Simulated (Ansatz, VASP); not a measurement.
# One calculation of ZnO, two programs

```
Zn O
1.0
     0.00000    2.13243    2.13243
     2.13243    0.00000    2.13243
     2.13243    2.13243    0.00000
Zn O
1 1
Direct
  0.00000 0.00000 0.00000
  0.50000 0.50000 0.50000
```

Alike in both runs: functional r2SCAN; k mesh 8 × 8 × 8; occupations gaussian, width 0.1 eV; no spin polarisation.

Ansatz relaxed the structure, and its values are those at the end. VASP's run is a single point on that final structure, the one shown.

|  | VASP | Ansatz |
| --- | --- | --- |
| version | VASP 6.6.1 | Ansatz 0.2.0 |
| potentials or method | VASP PAW PBE potentials, release 64 (Zn, O_h), cutoff 1480 eV | scalar-relativistic, plane waves, PAW |
| valence electrons in the cell | 18 | 18 |

```csv
,VASP,Ansatz,Ansatz less VASP
gap on the k mesh at the Fermi level (eV),1.56,1.58,+0.016
least direct gap on the mesh (eV),3.00,3.02,+0.018
pressure (GPa),1.6,0.4,-1.25
```

VASP's potentials were made for PBE, not for r2SCAN.
